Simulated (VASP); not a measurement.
Input of a VASP 6.6.1 run:

File INCAR:

```
  PREC = Accurate
  ENCUT = 600
  EDIFF = 1E-6
  ISMEAR = 1
  SIGMA = 0.1
  LREAL = False
  LASPH = True
  NELM = 120
  ALGO = Normal
  ISIF = 2
  LWAVE = False
  LCHARG = False
  NBANDS = 44
  GGA_COMPAT = False
```

KPOINTS

```
regular mesh
0
Gamma
  6 6 5
```

The input POSCAR:

```
InCu2
1.0
    4.3693247378      0.0000000000      0.0000000000
   -2.1846623689      3.7839463307      0.0000000000
    0.0000000000      0.0000000000      5.3242210576
In Cu
2 4
Direct
    0.3333333333      0.6666666667      0.7500000000
    0.6666666667      0.3333333333      0.2500000000
    0.3333333333      0.6666666667      0.2500000000
    0.6666666667      0.3333333333      0.7500000000
    0.0000000000      0.0000000000      0.0000000000
    0.0000000000      0.0000000000      0.5000000000
```

Potentials or basis: VASP PAW LDA potentials, release 64 (In_d, Cu).

Command:

```bash
$ cat potpaw_LDA.64/In_d/POTCAR potpaw_LDA.64/Cu/POTCAR > POTCAR
$ mpirun -np 1 vasp_std > vasp.out
```

Problem. Predict the band gap on the k mesh.

Solution. Zero (band 35 reaches 11.45 eV, above the bottom of band 36 at 6.94 eV).

Problem. Predict the pressure.

Solution. -4.1 GPa.

Stress tensor (GPa, compression positive):
```
-3.84  0.00  0.00
 0.00 -3.84  0.00
 0.00  0.00 -4.70
```

Caveat: spin-orbit coupling is left out, which moves the levels of the heavy elements.
